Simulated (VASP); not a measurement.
# Ir (I4/mmm) in VASP: single point with PBEsol

Aim: the single point of Ir with PBEsol.

Program: VASP 6.6.1. These are calculated values, not measurements. Logs are shortened: lines on timing, memory, paths and dates and some standing lists are left out, and cuts for length are marked.

## Step 1: The cell of the first run

The structure is tetragonal, space group I4/mmm (No. 139). The conventional cell has a = 2.715 Å, b = 2.715 Å, c = 3.743 Å, α = 90.00°, β = 90.00°, γ = 90.00°. Ir (site symmetry 4/mmm) has 12 Ir at 2.68 to 2.71 Å within 3.5 Å.

## Step 2: Single point, PBEsol (strain -0.0250 x Voigt [0, 0, 1, 0, 0, 0])

Input file INCAR:

```
SYSTEM = Ir
PREC     = Accurate       ! precision mode
ENCUT    = 560            ! plane-wave cutoff, eV
EDIFF    = 1E-6           ! SCF threshold, eV
ISMEAR   = 0              ! smearing method
SIGMA    = 0.15           ! smearing width, eV
LREAL    = .FALSE.        ! projectors in reciprocal space
LASPH    = .TRUE.         ! aspherical terms in the spheres
NELM     = 120            ! most SCF steps
ALGO     = Normal         ! electronic algorithm
ISIF     = 2              ! what is computed and relaxed
LWAVE    = .FALSE.        ! write WAVECAR
LCHARG   = .FALSE.        ! write CHGCAR
GGA      = PS             ! functional
NBANDS   = 14             ! bands
GGA_COMPAT= .FALSE.
```

Input file KPOINTS:

```
Automatic mesh
0
G
  22 22 22
  0 0 0
```

Input file POSCAR:

```
Ir
1.0
    0.0000000000      1.9197000000      1.8717075000
    1.9197000000      0.0000000000      1.8717075000
    1.9197000000      1.9197000000      0.0000000000
Ir
1
Direct
    0.0000000000      0.0000000000      0.0000000000
```

Potentials or basis: VASP PAW PBE potentials, release 64 (Ir_sv_GW).

On the command line:

```
cat potpaw_PBE.64/Ir_sv_GW/POTCAR > POTCAR
mpirun -np 1 vasp_std > vasp.out
```

OUTCAR:

```text
SYSTEM = Ir
   PREC = Accurate
   ENCUT = 560
   EDIFF = 1E-6
   ISMEAR = 0
   LREAL = .FALSE.
   LASPH = .TRUE.
   NELM = 120
   ISIF = 2
   GGA = PS

 ion  position               nearest neighbor table
   1  0.000  0.000  0.000-

  LATTYP: Found a body centered tetragonal cell.
 ALAT       =     2.7148657757
 C/A-ratio  =     1.3788582233

  Lattice vectors:

 A1 = (   0.0000000000,  -1.9197000000,  -1.8717075000)
 A2 = (   0.0000000000,   1.9197000000,  -1.8717075000)
 A3 = (   1.9197000000,   0.0000000000,   1.8717075000)

Analysis of symmetry for initial positions (statically):
=====================================================================
 Subroutine PRICEL returns:
 Original cell was already a primitive cell.

 Routine SETGRP: Setting up the symmetry group for a
 body centered tetragonal supercell.

 Subroutine GETGRP returns: Found 16 space group operations
 (whereof 16 operations were pure point group operations)
 out of a pool of 16 trial point group operations.

The static configuration has the point symmetry D_4h.

Analysis of symmetry for dynamics (positions and initial velocities):
=====================================================================
 Subroutine PRICEL returns:
 Original cell was already a primitive cell.

 Routine SETGRP: Setting up the symmetry group for a
 body centered tetragonal supercell.

 Subroutine GETGRP returns: Found 16 space group operations
 (whereof 16 operations were pure point group operations)
 out of a pool of 16 trial point group operations.

The dynamic configuration has the point symmetry D_4h.

 Subroutine INISYM returns: Found 16 space group operations
 (whereof 16 operations are pure point group operations),
 and found     1 'primitive' translations

----------------------------------------------------------------------------------------

                                     Primitive cell

  volume of cell :      13.7954

  direct lattice vectors                    reciprocal lattice vectors
     0.000000000  1.919700000  1.871707500    -0.260457363  0.260457363  0.267135757
     1.919700000  0.000000000  1.871707500     0.260457363 -0.260457363  0.267135757
     1.919700000  1.919700000  0.000000000     0.260457363  0.260457363 -0.267135757

  length of vectors
     2.681144729  2.681144729  2.714865776     0.455013834  0.455013834  0.455013834

  position of ions in fractional coordinates (direct lattice)
     0.000000000  0.000000000  0.000000000

  ion indices of the primitive-cell ions
   primitive index   ion index
                 1           1

----------------------------------------------------------------------------------------

 KPOINTS: Automatic mesh

Automatic generation of k-mesh.
 Grid dimensions read from file:
 generate k-points for:   22   22   22

 Generating k-lattice:

  Cartesian coordinates                     Fractional coordinates (reciprocal lattice)
    -0.011838971  0.011838971  0.012142534     0.045454545  0.000000000  0.000000000
     0.011838971 -0.011838971  0.012142534     0.000000000  0.045454545  0.000000000
     0.011838971  0.011838971 -0.012142534    -0.000000000 -0.000000000  0.045454545

  Length of vectors
     0.020682447  0.020682447  0.020682447

  Shift w.r.t. Gamma in fractional coordinates (k-lattice)
     0.000000000  0.000000000  0.000000000

 Subroutine IBZKPT returns following result:
 ===========================================

 Found    834 irreducible k-points:

 Following reciprocal coordinates:
            Coordinates               Weight
  0.000000  0.000000  0.000000      1.000000
  0.045455 -0.000000  0.000000      8.000000
  0.090909 -0.000000  0.000000      8.000000
  0.136364  0.000000  0.000000      8.000000
  0.181818  0.000000  0.000000      8.000000
  0.227273 -0.000000  0.000000      8.000000
[... 16 lines left out ...]
  0.500000  0.045455  0.000000      8.000000
 -0.454545  0.045455  0.000000      8.000000
 [... further k-points ...]
   k-points           NKPTS =    834   k-points in BZ     NKDIM =    834   number of bands    NBANDS=     14
   number of dos      NEDOS =    301   number of ions     NIONS =      1
   total plane-waves  NPLWV =  13824
   dimension x,y,z NGX =    24 NGY =   24 NGZ =   24
   dimension x,y,z NGXF=    48 NGYF=   48 NGZF=   48
   ions per type =               1
   NGX,Y,Z   is equivalent  to a cutoff of  14.88, 14.88, 14.70 a.u.
   NGXF,Y,Z  is equivalent  to a cutoff of  29.76, 29.76, 29.39 a.u.
 SYSTEM =  Ir
   PREC   = accura    normal or accurate (medium, high low for compatibility)
   ISTART =      0    job   : 0-new  1-cont  2-samecut
   ICHARG =      2    charge: 1-file 2-atom 10-const
   ISPIN  =      1    spin polarized calculation?
   LNONCOLLINEAR =      F non collinear calculations
   LSORBIT =      F    spin-orbit coupling
   LASPH  =      T    aspherical Exc in radial PAW
   ENCUT  =  560.0 eV  41.16 Ry    6.42 a.u.   5.17  5.17  5.24*2*pi/ulx,y,z
   NELM   =    120;   NELMIN=  2; NELMDL= -5     # of ELM steps
   EDIFF  = 0.1E-05   stopping-criterion for ELM
   LREAL  =      F    real-space projection
   EDIFFG = 0.1E-04   stopping-criterion for IOM
   NSW    =      0    number of steps for IOM
   IBRION =     -1    ionic relax: 0-MD 1-quasi-New 2-CG
   NFREE  =      0    steps in history (QN), initial steepest desc. (CG)
   ISIF   =      2    stress and relaxation
   ISYM   =      2    0-nonsym 1-usesym 2-fastsym
   POTIM  = 0.5000    time-step for ionic-motion
   TEBEG  =    0.0;   TEEND  =   0.0 temperature during run
   PSTRESS=    0.0 pullay stress
   NELECT =      17.0000    total number of electrons
   NUPDOWN=      -1.0000    fix difference up-down
   EMIN   =  10.00;   EMAX   =-10.00  energy-range for DOS
   EFERMI =   0.00;   METHOD = LEGACY
   ISMEAR =     0;   SIGMA  =   0.15  broadening in eV -4-tet -1-fermi 0-gaus
   EFERMI_NEDOS =   21; number of points for ismear=-14 and -15
   IALGO  =     38    algorithm
   IMIX   =      4    mixing-type and parameters
     AMIX     =   0.40;   BMIX     =  1.00
     AMIX_MAG =   1.60;   BMIX_MAG =  1.00
  volume/ion in A,a.u.               =      13.80        93.10
  Fermi-wavevector in a.u.,A,eV,Ry     =   1.755145  3.316742 41.913190  3.080533
  Thomas-Fermi vector in A             =   2.824947
   LORBIT       =      0    0 simple, 1 ext, 2 COOP (PROOUT), +10 PAW based schemes
   GGA     = PS    functional components
   LHFCALC =     F    Hartree Fock is set to
   AEXX    =    0.0000 exact exchange contribution
   IVDW    =     0    specifies the selected vdW correction
   LEPSILON=     F    determine dielectric tensor
   LRPA    =     F    only Hartree local field effects (RPA)
 non-spin polarized calculation
 Gauss-broadening in eV      SIGMA  =   0.15
  energy-cutoff  :      560.00
  volume of cell :       13.80
 maximum number of plane-waves:       436
 NGX is ok and might be reduce to    24
   NGX = 11   NGY = 11   NGZ = 11

 number of electron      17.0000000 magnetization

 Free energy of the ion-electron system (eV)
  ---------------------------------------------------
  ext. energy  EPLUGINS =         0.00000000
  ---------------------------------------------------
  free energy    TOTEN  =       -10.38830163 eV

  energy without entropy =      -10.37670488  energy(sigma->0) =      -10.38250326

 E-fermi :  13.2016     XC(G=0): -14.8689

 val. band max:       13.2006377584   @ k =   0.3636   0.1818   0.0000
 cond. band min:      13.2030066216   @ k =  -0.3636   0.0000   0.0455
 fundamental gap:      0.0023688632
 Fermi energy:        13.2015991734

 k-point     1 :       0.0000    0.0000    0.0000
  band No.  band energies     occupation
      1     -79.8688      2.00000
      2     -36.2321      2.00000
      3     -36.2321      2.00000
      4     -36.2097      2.00000
      5       1.7885      2.00000
      6       9.0765      2.00000
      7       9.0765      2.00000
      8       9.4124      2.00000
      9      11.7754      2.00000
     10      12.2236      2.00000
     11      26.7531      0.00000
     12      32.1098      0.00000
     13      32.1098      0.00000
     14      32.9606      0.00000

 k-point     2 :       0.0455   -0.0000    0.0000
  band No.  band energies     occupation
      1     -79.8673      2.00000
      2     -36.2465      2.00000
      3     -36.2349      2.00000
      4     -36.2156      2.00000
      5       1.8841      2.00000
      6       9.0534      2.00000
      7       9.1182      2.00000
      8       9.4238      2.00000
      9      11.7506      2.00000
     10      12.1907      2.00000
     11      26.9224      0.00000
     12      31.8155      0.00000
     13      32.2697      0.00000
     14      32.9584      0.00000

 k-point     3 :       0.0909   -0.0000    0.0000
  band No.  band energies     occupation
      1     -79.8630      2.00000
      2     -36.2972      2.00000
      3     -36.2430      2.00000
      4     -36.2243      2.00000
      5       2.1641      2.00000
      6       8.9522      2.00000
      7       9.2319      2.00000
      8       9.4966      2.00000
      9      11.6924      2.00000
     10      12.1063      2.00000
     11      27.4031      0.00000
     12      30.8962      0.00000
     13      32.7409      0.00000
     14      33.3365      0.00000
[... 324 lines left out ...]
 k-point    23 :       0.5000    0.0455    0.0000
  band No.  band energies     occupation
      1     -79.7946      2.00000
      2     -37.0796      2.00000
      3     -36.3735      2.00000
      4     -36.3340      2.00000
      5       4.9142      2.00000
      6       8.9705      2.00000
      7       9.1771      2.00000
      8      11.9178      2.00000
      9      14.2952      0.00000
     10      14.5239      0.00000
     11      20.7507      0.00000
     12      26.5937      0.00000
     13      32.2209      0.00000
     14      32.6397      0.00000

 k-point    24 :      -0.4545    0.0455    0.0000
  band No.  band energies     occupation
      1     -79.7954      2.00000
      2     -37.0731      2.00000
      3     -36.3695      2.00000
      4     -36.3366      2.00000
      5       4.9169      2.00000
      6       8.9718      2.00000
      7       9.1906      2.00000
      8      11.8461      2.00000
      9      14.1386      0.00000
     10      14.5269      0.00000
     11      20.9281      0.00000
     12      26.6359      0.00000
     13      32.5203      0.00000
     14      32.5315      0.00000

 [... further k-points ...]

------------------------ aborting loop because EDIFF is reached ----------------------------------------

  FORCE on cell =-STRESS in cart. coord.  units (eV):
  Direction    XX          YY          ZZ          XY          YZ          ZX
  --------------------------------------------------------------------------------------
  -------------------------------------------------------------------------------------
  Total        0.2043317      0.2043317      1.0633410      0.0000000     -0.0000000      0.0000000
  in kB       23.7307609     23.7307609    123.4947305      0.0000000     -0.0000000      0.0000000
  external PRESSURE =      56.9854175 kB  Pullay stress =       0.0000000 kB

 VOLUME and BASIS-vectors are now :
 -----------------------------------------------------------------------------
  energy-cutoff  :      560.00
  volume of cell :       13.80
      direct lattice vectors                 reciprocal lattice vectors
     0.000000000  1.919700000  1.871707500    -0.260457363  0.260457363  0.267135757
     1.919700000  0.000000000  1.871707500     0.260457363 -0.260457363  0.267135757
     1.919700000  1.919700000  0.000000000     0.260457363  0.260457363 -0.267135757

 POSITION                                       TOTAL-FORCE (eV/Angst)
 -----------------------------------------------------------------------------------
      0.00000      0.00000      0.00000         0.000000      0.000000      0.000000
 -----------------------------------------------------------------------------------
    total drift:                               -0.000000     -0.000000     -0.000000

  FREE ENERGIE OF THE ION-ELECTRON SYSTEM (eV)
  ---------------------------------------------------
  free  energy   TOTEN  =       -10.3883016325 eV

  energy  without entropy=      -10.3767048798  energy(sigma->0) =      -10.38250326
```

It took 3.7 min on 1 thread of AMD EPYC 7R43 (Zen 3), shared host; peak memory 0.27 GiB.

What came out:

```yaml
Free_energy: -10.3883 eV
Pressure: 5.7 GPa
Band_gap_on_the_k_mesh: zero (an odd number of electrons rules out a gap without spin polarisation)
```

Stress tensor (GPa, compression positive):
```
 2.37  0.00  0.00
 0.00  2.37  0.00
 0.00  0.00 12.35
```

Levels at points of the mesh, in eV from the Fermi level:
```
           k point  band 4  band 5  band 6  band 7  band 8  band 9  band 10  band 11  band 12  band 13
(0.00, 0.00, 0.00)  -49.41  -11.41   -4.13   -4.13   -3.79   -1.43    -0.98    13.55    18.91    18.91
(0.50, 0.00, 0.00)  -49.52   -8.37   -4.31   -3.94   -0.83    0.89     1.09     7.55    13.19    19.09
(0.50, 0.50, 0.00)  -49.78   -8.18   -7.63    0.94    1.61    1.61     2.05    11.28    11.28    11.35
(0.50, 0.00, 0.50)  -49.72   -8.21   -7.59    0.97    1.41    1.50     1.75    10.64    11.57    11.90
```

Caveat: the cell differs from its parent crystal (strain -0.0250 x Voigt [0, 0, 1, 0, 0, 0]); the stress differs along the axes, from 2 to 12 GPa; the PAW data sets were made with another functional, which shifts forces and pressure a little; spin-orbit coupling is left out, which moves the levels of the heavy elements.
